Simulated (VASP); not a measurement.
# GaAsSe3 (R3c) in VASP: single point with PBE

Aim: the single point of GaAsSe3 with PBE.

Program: VASP 6.6.1. These are calculated values, not measurements. Logs are shortened: lines on timing, memory, paths and dates and some standing lists are left out, and cuts for length are marked.

## 1. The cell of the first run

Symmetry: R3c, No. 161, trigonal system. Conventional cell: a = 6.839 Å, b = 6.839 Å, c = 18.832 Å, α = 90.00°, β = 90.00°, γ = 120.00°. Ga (site symmetry 3) has 6 Se at 2.55 to 2.83 Å and 1 As at 3.51 Å within 3.6 Å. Within 3.3 Å of As (site symmetry 3) lie 6 Se at 2.49 to 3.08 Å. Within 3.3 Å of Se (site symmetry 1) lie 2 As at 2.49 to 3.08 Å and 2 Ga at 2.55 to 2.83 Å.

## 2. Single point, PBE

Input file INCAR:

```
SYSTEM = GaAsSe3
  PREC = Accurate
  ENCUT = 500
  EDIFF = 1E-6
  ISMEAR = 0
  SIGMA = 0.15
  LREAL = .False.
  LASPH = .True.
  NELM = 120
  ALGO = Normal
  ISIF = 2
  LWAVE = .False.
  LCHARG = .False.
  GGA = PE
  NBANDS = 47
  GGA_COMPAT = .False.
```

Input file KPOINTS:

```
regular mesh
0
Gamma
  2 2 2
  0 0 0
```

Input file POSCAR:

```
GaAsSe3
1.0
    3.4193162329      1.9741431475      6.2771809819
   -3.4193162329      1.9741431475      6.2771809819
    0.0000000000     -3.9482862950      6.2771809819
Ga As Se
2 2 6
Direct
    0.2062207945      0.2062207945      0.2062207945
    0.7062207945      0.7062207945      0.7062207945
    0.0199407197      0.0199407197      0.0199407197
    0.5199407197      0.5199407197      0.5199407197
    0.9061884072      0.3265202930      0.5661297855
    0.3265202930      0.5661297855      0.9061884072
    0.5661297855      0.9061884072      0.3265202930
    0.0661297855      0.8265202930      0.4061884072
    0.4061884072      0.0661297855      0.8265202930
    0.8265202930      0.4061884072      0.0661297855
```

Potentials or basis: VASP PAW PBE potentials, release 64 (Ga_d, As, Se).

The run is started by

```sh
cat potpaw_PBE.64/Ga_d/POTCAR potpaw_PBE.64/As/POTCAR potpaw_PBE.64/Se/POTCAR > POTCAR
mpirun -np 1 vasp_std > vasp.out
```

OUTCAR:

```text
SYSTEM = GaAsSe3
   PREC = Accurate
   ENCUT = 500
   EDIFF = 1E-6
   ISMEAR = 0
   LREAL = .False.
   LASPH = .True.
   NELM = 120
   ISIF = 2
   GGA = PE

 ion  position               nearest neighbor table
   1  0.206  0.206  0.206-   6 2.55   5 2.55   7 2.55   8 2.83   9 2.83  10 2.83
   2  0.706  0.706  0.706-   8 2.55  10 2.55   9 2.55   6 2.83   7 2.83   5 2.83
   3  0.020  0.020  0.020-   8 2.49   9 2.49  10 2.49
   4  0.520  0.520  0.520-   6 2.49   7 2.49   5 2.49
   5  0.906  0.327  0.566-   4 2.49   1 2.55   2 2.83
   6  0.327  0.566  0.906-   4 2.49   1 2.55   2 2.83
   7  0.566  0.906  0.327-   4 2.49   1 2.55   2 2.83
   8  0.066  0.827  0.406-   3 2.49   2 2.55   1 2.83
   9  0.406  0.066  0.827-   3 2.49   2 2.55   1 2.83
  10  0.827  0.406  0.066-   3 2.49   2 2.55   1 2.83

  LATTYP: Found a trigonal (rhomboedric) cell.
 ALAT       =     7.4156567981
 COS(alpha) =     0.5747843038

  Lattice vectors:

 A1 = (   3.4193162329,   1.9741431475,   6.2771809819)
 A2 = (  -3.4193162329,   1.9741431475,   6.2771809819)
 A3 = (   0.0000000000,  -3.9482862950,   6.2771809819)

Analysis of symmetry for initial positions (statically):
=====================================================================
 Subroutine PRICEL returns:
 Original cell was already a primitive cell.

 Routine SETGRP: Setting up the symmetry group for a
 trigonal (rhombohedral) supercell.

 Subroutine GETGRP returns: Found  6 space group operations
 (whereof  3 operations were pure point group operations)
 out of a pool of 12 trial point group operations.

The static configuration has the point symmetry C_3 .
 The point group associated with its full space group is C_3v.

Analysis of symmetry for dynamics (positions and initial velocities):
=====================================================================
 Subroutine PRICEL returns:
 Original cell was already a primitive cell.

 Routine SETGRP: Setting up the symmetry group for a
 trigonal (rhombohedral) supercell.

 Subroutine GETGRP returns: Found  6 space group operations
 (whereof  3 operations were pure point group operations)
 out of a pool of 12 trial point group operations.

The dynamic configuration has the point symmetry C_3 .
 The point group associated with its full space group is C_3v.

 Subroutine INISYM returns: Found  6 space group operations
 (whereof  3 operations are pure point group operations),
 and found     1 'primitive' translations

----------------------------------------------------------------------------------------

                                     Primitive cell

  volume of cell :     254.2341

  direct lattice vectors                    reciprocal lattice vectors
     3.419316233  1.974143147  6.277180982     0.146228066  0.084424813  0.053102393
    -3.419316233  1.974143147  6.277180982    -0.146228066  0.084424813  0.053102393
     0.000000000 -3.948286295  6.277180982     0.000000000 -0.168849627  0.053102393

  length of vectors
     7.415656798  7.415656798  7.415656798     0.177002996  0.177002996  0.177002996

  position of ions in fractional coordinates (direct lattice)
     0.206220794  0.206220794  0.206220794
     0.706220794  0.706220794  0.706220794
     0.019940720  0.019940720  0.019940720
     0.519940720  0.519940720  0.519940720
     0.906188407  0.326520293  0.566129786
     0.326520293  0.566129786  0.906188407
     0.566129786  0.906188407  0.326520293
     0.066129786  0.826520293  0.406188407
     0.406188407  0.066129786  0.826520293
     0.826520293  0.406188407  0.066129786

  ion indices of the primitive-cell ions
   primitive index   ion index
                 1           1
                 2           2
                 3           3
                 4           4
                 5           5
                 6           6
                 7           7
                 8           8
                 9           9
                10          10

----------------------------------------------------------------------------------------

 KPOINTS: regular mesh

Automatic generation of k-mesh.
 Grid dimensions read from file:
 generate k-points for:    2    2    2

 Generating k-lattice:

  Cartesian coordinates                     Fractional coordinates (reciprocal lattice)
     0.073114033  0.042212407  0.026551197     0.500000000  0.000000000  0.000000000
    -0.073114033  0.042212407  0.026551197     0.000000000  0.500000000  0.000000000
     0.000000000 -0.084424813  0.026551197     0.000000000  0.000000000  0.500000000

  Length of vectors
     0.088501498  0.088501498  0.088501498

  Shift w.r.t. Gamma in fractional coordinates (k-lattice)
     0.000000000  0.000000000  0.000000000

 Subroutine IBZKPT returns following result:
 ===========================================

 Found      4 irreducible k-points:

 Following reciprocal coordinates:
            Coordinates               Weight
  0.000000  0.000000  0.000000      1.000000
  0.500000 -0.000000  0.000000      3.000000
  0.500000  0.500000  0.000000      3.000000
  0.500000  0.500000  0.500000      1.000000
   k-points           NKPTS =      4   k-points in BZ     NKDIM =      4   number of bands    NBANDS=     47
   number of dos      NEDOS =    301   number of ions     NIONS =     10
   total plane-waves  NPLWV = 157464
   dimension x,y,z NGX =    54 NGY =   54 NGZ =   54
   dimension x,y,z NGXF=   108 NGYF=  108 NGZF=  108
   ions per type =               2   2   6
   NGX,Y,Z   is equivalent  to a cutoff of  12.11, 12.11, 12.11 a.u.
   NGXF,Y,Z  is equivalent  to a cutoff of  24.21, 24.21, 24.21 a.u.
 SYSTEM =  GaAsSe3
   PREC   = accura    normal or accurate (medium, high low for compatibility)
   ISTART =      0    job   : 0-new  1-cont  2-samecut
   ICHARG =      2    charge: 1-file 2-atom 10-const
   ISPIN  =      1    spin polarized calculation?
   LNONCOLLINEAR =      F non collinear calculations
   LSORBIT =      F    spin-orbit coupling
   LASPH  =      T    aspherical Exc in radial PAW
   ENCUT  =  500.0 eV  36.75 Ry    6.06 a.u.  13.52 13.52 13.52*2*pi/ulx,y,z
   NELM   =    120;   NELMIN=  2; NELMDL= -5     # of ELM steps
   EDIFF  = 0.1E-05   stopping-criterion for ELM
   LREAL  =      F    real-space projection
   EDIFFG = 0.1E-04   stopping-criterion for IOM
   NSW    =      0    number of steps for IOM
   IBRION =     -1    ionic relax: 0-MD 1-quasi-New 2-CG
   NFREE  =      0    steps in history (QN), initial steepest desc. (CG)
   ISIF   =      2    stress and relaxation
   ISYM   =      2    0-nonsym 1-usesym 2-fastsym
   POTIM  = 0.5000    time-step for ionic-motion
   TEBEG  =    0.0;   TEEND  =   0.0 temperature during run
   PSTRESS=    0.0 pullay stress
   NELECT =      72.0000    total number of electrons
   NUPDOWN=      -1.0000    fix difference up-down
   EMIN   =  10.00;   EMAX   =-10.00  energy-range for DOS
   EFERMI =   0.00;   METHOD = LEGACY
   ISMEAR =     0;   SIGMA  =   0.15  broadening in eV -4-tet -1-fermi 0-gaus
   EFERMI_NEDOS =   21; number of points for ismear=-14 and -15
   IALGO  =     38    algorithm
   IMIX   =      4    mixing-type and parameters
     AMIX     =   0.40;   BMIX     =  1.00
     AMIX_MAG =   1.60;   BMIX_MAG =  1.00
  volume/ion in A,a.u.               =      25.42       171.57
  Fermi-wavevector in a.u.,A,eV,Ry     =   1.075081  2.031608 15.725593  1.155798
  Thomas-Fermi vector in A             =   2.210927
   LORBIT       =      0    0 simple, 1 ext, 2 COOP (PROOUT), +10 PAW based schemes
   GGA     = PE    functional components
   LHFCALC =     F    Hartree Fock is set to
   AEXX    =    0.0000 exact exchange contribution
   IVDW    =     0    specifies the selected vdW correction
   LEPSILON=     F    determine dielectric tensor
   LRPA    =     F    only Hartree local field effects (RPA)
 non-spin polarized calculation
 Gauss-broadening in eV      SIGMA  =   0.15
  energy-cutoff  :      500.00
  volume of cell :      254.23
 maximum number of plane-waves:      6521
   NGX = 27   NGY = 27   NGZ = 27

 number of electron      71.9999993 magnetization

 Free energy of the ion-electron system (eV)
  ---------------------------------------------------
  ext. energy  EPLUGINS =         0.00000000
  ---------------------------------------------------
  free energy    TOTEN  =       -38.33048382 eV

  energy without entropy =      -38.33048379  energy(sigma->0) =      -38.33048381

 E-fermi :   3.0639     XC(G=0):  -9.1096

 val. band max:        2.4791389275   @ k =   0.5000  -0.0000   0.0000
 cond. band min:       3.6141721627   @ k =   0.0000   0.0000   0.0000
 fundamental gap:      1.1350332352
 Fermi energy:         3.0639109584

 k-point     1 :       0.0000    0.0000    0.0000
  band No.  band energies     occupation
      1     -12.0325      2.00000
      2     -12.0325      2.00000
      3     -11.9568      2.00000
      4     -11.9568      2.00000
      5     -11.9455      2.00000
      6     -11.9160      2.00000
[... 39 lines left out ...]
     46       7.2610      0.00000
     47       7.4564      0.00000

 k-point     2 :       0.5000   -0.0000    0.0000
  band No.  band energies     occupation
      1     -12.0215      2.00000
      2     -12.0215      2.00000
      3     -11.9962      2.00000
      4     -11.9962      2.00000
      5     -11.9234      2.00000
      6     -11.9234      2.00000
[... 39 lines left out ...]
     46       7.7128      0.00000
     47       8.6540      0.00000

 k-point     3 :       0.5000    0.5000    0.0000
  band No.  band energies     occupation
      1     -12.0329      2.00000
      2     -12.0240      2.00000
      3     -12.0201      2.00000
      4     -11.9573      2.00000
      5     -11.9340      2.00000
      6     -11.9237      2.00000
[... 39 lines left out ...]
     46       7.7360      0.00000
     47       8.1880      0.00000

 k-point     4 :       0.5000    0.5000    0.5000
  band No.  band energies     occupation
      1     -11.9964      2.00000
      2     -11.9964      2.00000
      3     -11.9964      2.00000
      4     -11.9964      2.00000
      5     -11.9395      2.00000
      6     -11.9395      2.00000
[... 39 lines left out ...]
     46       8.6085      0.00000
     47       8.6088      0.00000

------------------------ aborting loop because EDIFF is reached ----------------------------------------

  FORCE on cell =-STRESS in cart. coord.  units (eV):
  Direction    XX          YY          ZZ          XY          YZ          ZX
  --------------------------------------------------------------------------------------
  -------------------------------------------------------------------------------------
  Total        0.0962485      0.0962485     -0.1059570      0.0000000      0.0000000      0.0000000
  in kB        0.6065559      0.6065559     -0.6677383      0.0000000      0.0000000      0.0000000
  external PRESSURE =       0.1817912 kB  Pullay stress =       0.0000000 kB

 VOLUME and BASIS-vectors are now :
 -----------------------------------------------------------------------------
  energy-cutoff  :      500.00
  volume of cell :      254.23
      direct lattice vectors                 reciprocal lattice vectors
     3.419316233  1.974143147  6.277180982     0.146228066  0.084424813  0.053102393
    -3.419316233  1.974143147  6.277180982    -0.146228066  0.084424813  0.053102393
     0.000000000 -3.948286295  6.277180982     0.000000000 -0.168849627  0.053102393

 POSITION                                       TOTAL-FORCE (eV/Angst)
 -----------------------------------------------------------------------------------
      0.00000      0.00000      3.88346         0.000000      0.000000      0.069870
      0.00000      0.00000     13.29923         0.000000      0.000000      0.069870
      0.00000      0.00000      0.37551         0.000000      0.000000      0.021164
      0.00000      0.00000      9.79129         0.000000      0.000000      0.021164
      1.98207      0.19830     11.29163         0.053547      0.024270     -0.030345
     -0.81930     -1.81567     11.29163        -0.005755     -0.058508     -0.030345
     -1.16277      1.61737     11.29163        -0.047792      0.034238     -0.030345
     -2.60002      0.15847      8.15304         0.005755     -0.058508     -0.030345
      1.16277     -2.33092      8.15304         0.047792      0.034238     -0.030345
      1.43725      2.17244      8.15304        -0.053547      0.024270     -0.030345
 -----------------------------------------------------------------------------------
    total drift:                                0.000000     -0.000000     -0.000877

  FREE ENERGIE OF THE ION-ELECTRON SYSTEM (eV)
  ---------------------------------------------------
  free  energy   TOTEN  =       -38.3304838243 eV

  energy  without entropy=      -38.3304837932  energy(sigma->0) =      -38.33048381
```

Run time: 47 s. Hardware: 1 thread of Intel Xeon 6975P-C (Granite Rapids), shared host; peak memory 0.41 GiB.

Results:

| Item | Value |
| --- | --- |
| Free energy | -38.3305 eV |
| Pressure | 0.0 GPa |
| Largest force | 0.070 eV/Å |
| Band gap on the k mesh | 1.14 eV (least direct gap 1.25 eV) |

Forces in eV/Å, atoms in the order of the input:
```
Ga   0.000  0.000  0.070
Ga   0.000  0.000  0.070
As   0.000  0.000  0.021
As   0.000  0.000  0.021
Se   0.054  0.024 -0.030
Se  -0.006 -0.059 -0.030
Se  -0.048  0.034 -0.030
Se   0.006 -0.059 -0.030
Se   0.048  0.034 -0.030
Se  -0.054  0.024 -0.030
```

Caveat: the k points lie up to 0.56 Å⁻¹ apart. A k mesh can miss the band edges.
